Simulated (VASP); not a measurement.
# Ru3C2 (P-3m1) in VASP: notebook

Ru3C2 is run at these levels: PBE; tasks: relaxation of cell and atoms.

All numbers are computed with VASP 6.6.1; they aren't measurements. Logs are shortened: lines on timing, memory, paths and dates and some standing lists are left out, and cuts for length are marked.

**1. The cell of the first run**

It takes space group P-3m1 (No. 164, trigonal). Conventional cell: a = 3.398 Å, b = 3.398 Å, c = 5.286 Å, α = 90.00°, β = 90.00°, γ = 120.00°. Within 3.1 Å of Ru (site symmetry -3m) lie 6 C at 2.35 Å and 6 Ru at 2.71 Å. Ru (site symmetry 3m) has 4 C at 2.05 to 2.11 Å and 3 Ru at 2.49 Å within 2.7 Å. Within 2.7 Å of C (site symmetry 3m) lie 7 Ru at 2.05 to 2.35 Å.

**2. Relaxation of cell and atoms, PBE**

Contents of INCAR:

```
SYSTEM = Ru3C2
  PREC = Accurate
  ENCUT = 600
  EDIFF = 1E-6
  ISMEAR = 0
  SIGMA = 0.1
  LREAL = .False.
  LASPH = .True.
  NELM = 100
  ALGO = Normal
  ISIF = 3
  LWAVE = .False.
  LCHARG = .False.
  GGA = PE
  IBRION = 2
  NSW = 90
  EDIFFG = -0.04
```

Contents of KPOINTS:

```
regular mesh
0
Gamma
  6 6 4
  0 0 0
```

Contents of POSCAR:

```
Ru3C2
1.0
    3.3975190820      0.0000000000      0.0000000000
   -1.6987595410      2.9423378348      0.0000000000
    0.0000000000      0.0000000000      5.2859878103
Ru C
3 2
Direct
    0.0000000000      0.0000000000      0.0000000000
    0.3333333333      0.6666666667      0.6450000000
    0.6666666667      0.3333333333      0.3550000000
    0.3333333333      0.6666666667      0.2450000000
    0.6666666667      0.3333333333      0.7550000000
```

Potentials or basis: VASP PAW PBE potentials, release 64 (Ru_pv, C).

On the command line:

```sh
cat potpaw_PBE.64/Ru_pv/POTCAR potpaw_PBE.64/C/POTCAR > POTCAR
mpirun -np 1 vasp_std > vasp.out
```

OUTCAR:

```text
SYSTEM = Ru3C2
   PREC = Accurate
   ENCUT = 600
   EDIFF = 1E-6
   ISMEAR = 0
   LREAL = .False.
   LASPH = .True.
   NELM = 100
   ISIF = 3
   GGA = PE
   IBRION = 2
   NSW = 90
   EDIFFG = -0.04

 ion  position               nearest neighbor table
   1  0.000  0.000  0.000-   4 2.35   5 2.35   4 2.35   5 2.35   5 2.35   4 2.35   2 2.71   3 2.71
                             2 2.71   3 2.71   2 2.71   3 2.71
   2  0.333  0.667  0.645-   5 2.05   5 2.05   5 2.05   4 2.11   3 2.49   3 2.49   3 2.49   1 2.71
                             1 2.71   1 2.71
   3  0.667  0.333  0.355-   4 2.05   4 2.05   4 2.05   5 2.11   2 2.49   2 2.49   2 2.49   1 2.71
                             1 2.71   1 2.71
   4  0.333  0.667  0.245-   3 2.05   3 2.05   3 2.05   2 2.11   1 2.35   1 2.35   1 2.35
   5  0.667  0.333  0.755-   2 2.05   2 2.05   2 2.05   3 2.11   1 2.35   1 2.35   1 2.35

  LATTYP: Found a hexagonal cell.
 ALAT       =     3.3975190820
 C/A-ratio  =     1.5558375634

  Lattice vectors:

 A1 = (   3.3975190820,   0.0000000000,   0.0000000000)
 A2 = (  -1.6987595410,   2.9423378348,   0.0000000000)
 A3 = (   0.0000000000,   0.0000000000,   5.2859878103)

Analysis of symmetry for initial positions (statically):
=====================================================================
 Subroutine PRICEL returns:
 Original cell was already a primitive cell.

 Routine SETGRP: Setting up the symmetry group for a
 hexagonal supercell.

 Subroutine GETGRP returns: Found 12 space group operations
 (whereof 12 operations were pure point group operations)
 out of a pool of 24 trial point group operations.

The static configuration has the point symmetry D_3d.

Analysis of symmetry for dynamics (positions and initial velocities):
=====================================================================
 Subroutine PRICEL returns:
 Original cell was already a primitive cell.

 Routine SETGRP: Setting up the symmetry group for a
 hexagonal supercell.

 Subroutine GETGRP returns: Found 12 space group operations
 (whereof 12 operations were pure point group operations)
 out of a pool of 24 trial point group operations.

The dynamic configuration has the point symmetry D_3d.

 Subroutine INISYM returns: Found 12 space group operations
 (whereof 12 operations are pure point group operations),
 and found     1 'primitive' translations

----------------------------------------------------------------------------------------

                                     Primitive cell

  volume of cell :      52.8422

  direct lattice vectors                    reciprocal lattice vectors
     3.397519082  0.000000000  0.000000000     0.294332416  0.169932900  0.000000000
    -1.698759541  2.942337835  0.000000000     0.000000000  0.339865799  0.000000000
[... 115 lines left out ...]
   GGA     = PE    functional components
   LHFCALC =     F    Hartree Fock is set to
   AEXX    =    0.0000 exact exchange contribution
   IVDW    =     0    specifies the selected vdW correction
   LEPSILON=     F    determine dielectric tensor
   LRPA    =     F    only Hartree local field effects (RPA)
 conjugate gradient relaxation of ions
 non-spin polarized calculation
 Gauss-broadening in eV      SIGMA  =   0.10
  energy-cutoff  :      600.00
  volume of cell :       52.84
 maximum number of plane-waves:      1782
 NGX is ok and might be reduce to    28
   NGX = 13   NGY = 13   NGZ = 21

--------------------------------------- Ionic step        1  -------------------------------------------

 number of electron      50.0000002 magnetization

 Free energy of the ion-electron system (eV)
  ---------------------------------------------------
  ext. energy  EPLUGINS =         0.00000000
  ---------------------------------------------------
  free energy    TOTEN  =       -42.62593685 eV

  energy without entropy =      -42.60173290  energy(sigma->0) =      -42.61383487

------------------------ aborting loop because EDIFF is reached ----------------------------------------

  FORCE on cell =-STRESS in cart. coord.  units (eV):
  Direction    XX          YY          ZZ          XY          YZ          ZX
  --------------------------------------------------------------------------------------
  -------------------------------------------------------------------------------------
  Total        4.3002029      4.3002029      9.7770400      0.0000000     -0.0000000      0.0000000
  in kB      130.3823874    130.3823874    296.4403914      0.0000000     -0.0000000      0.0000000
  external PRESSURE =     185.7350554 kB  Pullay stress =       0.0000000 kB
[... 26 lines left out ...]
--------------------------------------- Ionic step        2  -------------------------------------------

 number of electron      49.9999998 magnetization

 E-fermi :   9.4556     XC(G=0): -12.8001

 val. band max:        9.4297555367   @ k =   0.0000   0.0000   0.0000
 cond. band min:       9.4743886491   @ k =   0.3333   0.1667   0.0000
 fundamental gap:      0.0446331125
 Fermi energy:         9.4555853441

 k-point     1 :       0.0000    0.0000    0.0000
  band No.  band energies     occupation
      1     -33.4631      2.00000
      2     -33.4631      2.00000
      3     -33.3925      2.00000
      4     -33.3925      2.00000
      5     -33.2810      2.00000
      6     -33.2739      2.00000
[... 852 lines left out ...]
  FREE ENERGIE OF THE ION-ELECTRON SYSTEM (eV)
  ---------------------------------------------------
  free  energy   TOTEN  =       -43.1113451383 eV

  energy  without entropy=      -43.0933132319  energy(sigma->0) =      -43.10232919

[... ionic steps 4 to 12 ...]

--------------------------------------- Ionic step       13  -------------------------------------------

 number of electron      49.9999999 magnetization

------------------------ aborting loop because EDIFF is reached ----------------------------------------
[... 73 lines left out ...]
--------------------------------------- Ionic step       15  -------------------------------------------

 number of electron      50.0000001 magnetization

 Free energy of the ion-electron system (eV)
  ---------------------------------------------------
  ext. energy  EPLUGINS =         0.00000000
  ---------------------------------------------------
  free energy    TOTEN  =       -43.88596580 eV

  energy without entropy =      -43.87718525  energy(sigma->0) =      -43.88157552

 E-fermi :  11.4301     XC(G=0): -13.4346

 val. band max:       11.4167418028   @ k =   0.5000   0.0000   0.0000
 cond. band min:      11.5354825999   @ k =   0.5000   0.0000   0.0000
 fundamental gap:      0.1187407971
 Fermi energy:        11.4301195642

 k-point     1 :       0.0000    0.0000    0.0000
  band No.  band energies     occupation
      1     -31.8497      2.00000
      2     -31.7511      2.00000
      3     -31.7511      2.00000
      4     -31.7099      2.00000
      5     -31.7099      2.00000
      6     -31.6709      2.00000
[... 813 lines left out ...]
  FREE ENERGIE OF THE ION-ELECTRON SYSTEM (eV)
  ---------------------------------------------------
  free  energy   TOTEN  =       -43.8859657991 eV

  energy  without entropy=      -43.8771852478  energy(sigma->0) =      -43.88157552

 reached required accuracy - stopping structural energy minimisation
```

CONTCAR:

```text
Ru3C2
   1.00000000000000
     3.2315425749130942    0.0000000000000000   -0.0000000000000000
    -1.6157712874565471    2.7985979632395996   -0.0000000000000000
     0.0000000000000000   -0.0000000000000000    6.1978055935250600
  Ru              C
     3     2
Direct
     0.0000000000000000    0.0000000000000000    0.0000000000000000
     0.3333333332999970    0.6666666667000030    0.6734798084580985
     0.6666666667000030    0.3333333332999970    0.3265201915419013
     0.3333333332999970    0.6666666667000030    0.2198300796116703
     0.6666666667000030    0.3333333332999970    0.7801699203883296

  0.00000000E+00  0.00000000E+00  0.00000000E+00
  0.00000000E+00  0.00000000E+00  0.00000000E+00
  0.00000000E+00  0.00000000E+00  0.00000000E+00
  0.00000000E+00  0.00000000E+00  0.00000000E+00
  0.00000000E+00  0.00000000E+00  0.00000000E+00
```

Wall time 5.9 min (1 thread of Intel Xeon Platinum 8488C (Sapphire Rapids), shared host); peak memory 0.2 GiB.

Results:

```
Free energy                            : -43.8860 eV
Relaxed volume                         : 11.21 Å³/atom
Relaxed cell                           : a = 3.232 Å, b = 3.232 Å, c = 6.198 Å, α = 90.00°, β = 90.00°, γ = 120.00°
Space group after relaxing (to 0.05 Å) : P-3m1 (No. 164)
Energy gained by relaxing              : 252.0 meV/atom
Ionic steps                            : 15
Pressure after relaxing                : -0.1 GPa
Largest force after relaxing           : 0.006 eV/Å
Band gap on the k mesh                 : zero (band 25 reaches 11.76 eV, above the bottom of band 26 at 10.99 eV)
```

Forces in eV/Å, atoms in the order of the input:
```
Ru   0.000  0.000  0.000
Ru   0.000  0.000  0.004
Ru   0.000  0.000 -0.004
C    0.000  0.000  0.006
C    0.000  0.000 -0.006
```

Step by step:
```csv
step,energy change (eV),largest force (eV/Å),pressure (GPa),volume (Å³)
1,0.0000,3.0042,18.57,52.84
2,-0.0130,0.3149,-27.76,62.73
3,-0.4854,0.9390,-9.99,57.38
4,-0.9454,1.5350,1.50,56.12
5,-0.9454,1.5301,1.50,56.13
6,-1.1682,0.7816,1.90,56.32
7,-1.1688,0.7874,1.99,56.32
8,-1.1973,0.3352,-6.21,57.37
9,-1.2030,0.4274,-3.94,57.06
10,-1.2358,0.2818,-0.11,55.98
11,-1.2369,0.3193,0.83,55.73
12,-1.2482,0.2010,0.55,55.81
13,-1.2579,0.0407,0.09,55.97
14,-1.2580,0.0305,0.13,55.96
15,-1.2600,0.0059,-0.08,56.05
```

Final structure:
```yaml
crystal:
  lattice:
    - [3.23154, 0.00000, 0.00000]
    - [-1.61577, 2.79860, 0.00000]
    - [0.00000, 0.00000, 6.19781]
  atoms:
    - { symbol: Ru, position: [0.00000, 0.00000, 0.00000] }
    - { symbol: Ru, position: [0.33333, 0.66667, 0.67348] }
    - { symbol: Ru, position: [0.66667, 0.33333, 0.32652] }
    - { symbol: C, position: [0.33333, 0.66667, 0.21983] }
    - { symbol: C, position: [0.66667, 0.33333, 0.78017] }
```

**3. Relaxation of cell and atoms, PBE**

This run uses another cell than the first one, of 11.21 Å³/atom, 1.061 times its volume.

Contents of INCAR:

```
SYSTEM = Ru3C2
PREC = Accurate
ENCUT = 600
EDIFF = 1E-7
ISMEAR = 0
SIGMA = 0.1
LREAL = .FALSE.
LASPH = .TRUE.
NELM = 100
ALGO = Normal
ISIF = 3
LWAVE = .FALSE.
LCHARG = .FALSE.
GGA = PE
IBRION = 2
NSW = 100
EDIFFG = -0.01
```

Contents of KPOINTS:

```
Automatic mesh
0
G
  12 12 6
  0 0 0
```

Contents of POSCAR:

```
Ru3C2
1.0
    3.2289684808      0.0000000000      0.0000000000
   -1.6144842404      2.7963687324      0.0000000000
    0.0000000000      0.0000000000      6.2063787461
Ru C
3 2
Direct
    0.0000000000      0.0000000000      0.0000000000
    0.3333333333      0.6666666667      0.6737403940
    0.6666666667      0.3333333333      0.3262596060
    0.3333333333      0.6666666667      0.2197366410
    0.6666666667      0.3333333333      0.7802633590
```

Potentials or basis: VASP PAW PBE potentials, release 64 (Ru_pv, C).

On the command line:

```sh
cat potpaw_PBE.64/Ru_pv/POTCAR potpaw_PBE.64/C/POTCAR > POTCAR
mpirun -np 1 vasp_std > vasp.out
```

OUTCAR:

```text
SYSTEM = Ru3C2
   PREC = Accurate
   ENCUT = 600
   EDIFF = 1E-7
   ISMEAR = 0
   LREAL = .FALSE.
   LASPH = .TRUE.
   NELM = 100
   ISIF = 3
   GGA = PE
   IBRION = 2
   NSW = 100
   EDIFFG = -0.01

 ion  position               nearest neighbor table
   1  0.000  0.000  0.000-   4 2.31   5 2.31   5 2.31   4 2.31   5 2.31   4 2.31   2 2.75   3 2.75
                             2 2.75   3 2.75   3 2.75   2 2.75
   2  0.333  0.667  0.674-   5 1.98   5 1.98   5 1.98   1 2.75   1 2.75   1 2.75   3 2.85   3 2.85
                             3 2.85
   3  0.667  0.333  0.326-   4 1.98   4 1.98   4 1.98   1 2.75   1 2.75   1 2.75   2 2.85   2 2.85
                             2 2.85
   4  0.333  0.667  0.220-   3 1.98   3 1.98   3 1.98   1 2.31   1 2.31   1 2.31
   5  0.667  0.333  0.780-   2 1.98   2 1.98   2 1.98   1 2.31   1 2.31   1 2.31

  LATTYP: Found a hexagonal cell.
[... 426 lines left out ...]

 Free energy of the ion-electron system (eV)
  ---------------------------------------------------
  ext. energy  EPLUGINS =         0.00000000
  ---------------------------------------------------
  free energy    TOTEN  =       -43.89094944 eV

  energy without entropy =      -43.87820306  energy(sigma->0) =      -43.88457625

 E-fermi :  11.4233     XC(G=0): -13.4418

 val. band max:       11.4212908119   @ k =   0.4167   0.0833   0.3333
 cond. band min:      11.4294389239   @ k =   0.4167   0.0833   0.5000
 fundamental gap:      0.0081481120
 Fermi energy:        11.4232738157

 k-point     1 :       0.0000    0.0000    0.0000
  band No.  band energies     occupation
      1     -31.8320      2.00000
      2     -31.7365      2.00000
      3     -31.7365      2.00000
      4     -31.6958      2.00000
      5     -31.6958      2.00000
      6     -31.6639      2.00000
[... 781 lines left out ...]
     29      15.5256      0.00000
     30      15.6584      0.00000

 [... further k-points ...]
[... 5 lines left out ...]
  --------------------------------------------------------------------------------------
  -------------------------------------------------------------------------------------
  Total       -0.0176464     -0.0176464      0.0076335      0.0000000      0.0000000     -0.0000000
  in kB       -0.5049275     -0.5049275      0.2184220      0.0000000      0.0000000     -0.0000000
  external PRESSURE =      -0.2638110 kB  Pullay stress =       0.0000000 kB
[... 20 lines left out ...]
  FREE ENERGIE OF THE ION-ELECTRON SYSTEM (eV)
  ---------------------------------------------------
  free  energy   TOTEN  =       -43.8909494381 eV

  energy  without entropy=      -43.8782030624  energy(sigma->0) =      -43.88457625

 reached required accuracy - stopping structural energy minimisation
```

OSZICAR:

```text
N       E                     dE             d eps       ncg     rms          rms(c)
DAV:   1     0.592271752403E+03    0.59227E+03   -0.31984E+04  6000   0.197E+03
DAV:   2    -0.198414495803E+02   -0.61211E+03   -0.59692E+03  6480   0.558E+02
DAV:   3    -0.481179717351E+02   -0.28277E+02   -0.27628E+02  7694   0.112E+02
[... 70 lines left out ...]
DAV:   4    -0.438909507136E+02    0.28900E-04   -0.95494E-05  7620   0.816E-02    0.144E-02
DAV:   5    -0.438909502521E+02    0.46150E-06   -0.10925E-05  7480   0.256E-02    0.856E-03
DAV:   6    -0.438909497145E+02    0.53752E-06   -0.14126E-06  6692   0.892E-03    0.452E-03
DAV:   7    -0.438909494448E+02    0.26975E-06   -0.14632E-07  4328   0.266E-03    0.807E-04
DAV:   8    -0.438909494381E+02    0.66575E-08   -0.31512E-08  3180   0.133E-03
   7 F= -.43890949E+02 E0= -.43884576E+02  d E =-.104816E-03
```

Run time: 12 min. Hardware: 1 thread of Intel Xeon Platinum 8488C (Sapphire Rapids), shared host; peak memory 0.32 GiB.

Results:

* Free energy: -43.8909 eV
* Relaxed volume: 11.20 Å³/atom
* Relaxed cell: a = 3.228 Å, b = 3.228 Å, c = 6.206 Å, α = 90.00°, β = 90.00°, γ = 120.00°
* Space group after relaxing (to 0.05 Å): P-3m1 (No. 164)
* Energy gained by relaxing: 0.2 meV/atom
* Ionic steps: 7
* Pressure after relaxing: 0.0 GPa
* Largest force after relaxing: 0.006 eV/Å
* Band gap on the k mesh: zero (band 25 reaches 11.98 eV, above the bottom of band 26 at 10.99 eV)

Forces on the atoms (eV/Å):
```
Ru   0.000  0.000  0.000
Ru   0.000  0.000  0.006
Ru   0.000  0.000 -0.006
C    0.000  0.000  0.004
C    0.000  0.000 -0.004
```

Step by step:
```csv
step,energy change (eV),largest force (eV/Å),pressure (GPa),volume (Å³)
1,0.0000,0.0870,0.13,56.04
2,-0.0005,0.0335,-0.67,56.11
3,-0.0005,0.0321,-0.46,56.09
4,-0.0006,0.0279,0.41,55.89
5,-0.0008,0.0177,0.05,55.97
6,-0.0008,0.0138,0.03,55.98
7,-0.0009,0.0059,-0.03,55.99
```

Final structure:
```cif
data_structure
_symmetry_space_group_name_H-M 'P 1'
_symmetry_Int_Tables_number 1
_cell_length_a 3.2276
_cell_length_b 3.2276
_cell_length_c 6.2063
_cell_angle_alpha 90.000
_cell_angle_beta 90.000
_cell_angle_gamma 120.000
_cell_volume 55.99
loop_
_atom_site_label
_atom_site_type_symbol
_atom_site_fract_x
_atom_site_fract_y
_atom_site_fract_z
_atom_site_occupancy
Ru1 Ru 0.00000 0.00000 0.00000 1
Ru2 Ru 0.33333 0.66667 0.67331 1
Ru3 Ru 0.66667 0.33333 0.32669 1
C1 C 0.33333 0.66667 0.21832 1
C2 C 0.66667 0.33333 0.78168 1
```

Levels at points of the mesh, in eV from the Fermi level:
| k point | band 22 | band 23 | band 24 | band 25 | band 26 | band 27 | band 28 | band 29 |
| --- | --- | --- | --- | --- | --- | --- | --- | --- |
| (0.00, 0.00, 0.00) | -1.20 | -1.20 | -0.95 | -0.95 | -0.43 | -0.43 | 2.41 | 3.40 |
| (0.50, 0.00, 0.00) | -1.71 | -1.03 | -0.65 | 0.03 | 0.13 | 1.15 | 1.24 | 1.69 |
| (0.00, 0.00, 0.50) | -2.13 | -2.04 | -1.58 | -1.58 | 0.87 | 0.87 | 3.14 | 4.05 |
| (0.50, 0.00, 0.50) | -1.12 | -0.82 | -0.79 | -0.65 | -0.18 | 0.68 | 1.46 | 2.56 |
